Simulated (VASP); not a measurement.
Here is a VASP 6.6.1 calculation.

INCAR

```
PREC     = Accurate       # precision mode
ENCUT    = 600            # plane-wave cutoff, eV
EDIFF    = 1E-6           # SCF threshold, eV
ISMEAR   = 0              # smearing method
SIGMA    = 0.1            # smearing width, eV
LREAL    = F              # projectors in reciprocal space
LASPH    = T              # aspherical terms in the spheres
NELM     = 80             # most SCF steps
ALGO     = Normal         # electronic algorithm
ISIF     = 4              # what is computed and relaxed
LWAVE    = F              # write WAVECAR
LCHARG   = F              # write CHGCAR
GGA      = PE             # functional
IVDW     = 12             # dispersion correction
IBRION   = 2              # ionic algorithm
NSW      = 50             # ionic steps
EDIFFG   = -0.01          # ionic threshold
```

Contents of KPOINTS:

```
regular mesh
0
Gamma
  15 15 15
```

Contents of POSCAR:

```
P
1.0
    1.6863880178      0.9736365761      2.8248881584
   -1.6863880178      0.9736365761      2.8248881584
    0.0000000000     -1.9472731521      2.8248881584
P
2
Direct
    0.2362784083      0.2362784083      0.2362784083
    0.7637215917      0.7637215917      0.7637215917
```

Potentials or basis: VASP PAW PBE potentials, release 64 (P).

The run is started by

```sh
$ cat potpaw_PBE.64/P/POTCAR > POTCAR
$ mpirun -np 1 vasp_std > vasp.out
```

Predict the dispersion energy per atom.

-0.508 eV.

What does it give for the band gap on the k mesh?

Zero (bands 5 and 6 overlap by 1.85 eV).

Forces in eV/Å, atoms in the order of the input:
```
P    0.000  0.000 -0.008
P    0.000  0.000  0.008
```
